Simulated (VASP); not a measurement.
**Ta3N: single point with PBE**

Crystal: Ta3N.

```xyz
4
Lattice="3.0218 0.0000 0.0000 -1.5109 2.6169 0.0000 0.0000 0.0000 7.5576" Properties=species:S:1:pos:R:3 pbc="T T T"
Ta    0.0000    0.0000    3.7788
Ta    0.0000    1.7766    1.3360
Ta    1.5109    0.8723    6.2456
N     0.0000    0.0000    0.0000
```

This cell differs from its parent crystal: atom 2 (Ta) moved -0.040 Å towards its neighbour atom 4 (N) at 2.183 Å.

```json
{
 "Program": "VASP 6.6.1",
 "Task": "single point",
 "Functional": "PBE",
 "Potentials or basis": "VASP PAW PBE potentials, release 64 (Ta_pv, N)",
 "Cutoff": "520 eV",
 "k mesh": "18 × 18 × 6",
 "Occupations": "gaussian, width 0.15 eV",
 "Spin": "no spin polarisation",
 "Dipole correction": "no",
 "Further INCAR settings": "ALGO = Normal; EDIFF = 1e-07; NBANDS = 27"
}
```

```yaml
Pressure: 0.0 GPa
Largest_force: 0.358 eV/Å
Band_gap_on_the_k_mesh: zero (bands 19 and 20 overlap by 0.75 eV)
```

Forces on the atoms (eV/Å):
```
Ta   0.000  0.002  0.165
Ta   0.000 -0.158 -0.321
Ta   0.000 -0.021 -0.010
N    0.000  0.177  0.166
```

Stress tensor (GPa, compression positive):
```
 0.01  0.00  0.00
 0.00 -0.62 -0.54
 0.00 -0.54  0.47
```

Levels at points of the mesh, in eV from the Fermi level:
| k point | band 17 | band 18 | band 19 | band 20 | band 21 | band 22 |
| --- | --- | --- | --- | --- | --- | --- |
| (0.00, 0.00, 0.00) | -0.42 | -0.41 | -0.33 | 0.30 | 0.31 | 0.88 |
| (0.50, 0.00, 0.00) | -1.15 | -0.51 | 0.04 | 0.72 | 0.89 | 3.57 |
| (0.00, 0.50, 0.00) | -1.18 | -0.48 | 0.16 | 0.70 | 0.92 | 3.59 |
| (0.00, 0.00, 0.50) | -1.11 | -0.22 | -0.20 | 0.55 | 0.56 | 1.16 |
| (0.50, 0.00, 0.50) | -1.31 | -1.31 | 0.16 | 0.84 | 1.30 | 2.42 |
| (0.00, 0.50, 0.50) | -1.34 | -1.25 | 0.19 | 0.94 | 1.29 | 2.40 |

It took 5 min on 1 thread of Intel(R) Xeon(R) 6975P-C (Granite Rapids), with other jobs on the host, peak memory 0.72 GiB.

Caveat: the cell differs from its parent crystal (atom 2 (Ta) moved -0.040 Å towards its neighbour atom 4 (N) at 2.183 Å); spin-orbit coupling is left out, which moves the levels of the heavy elements.
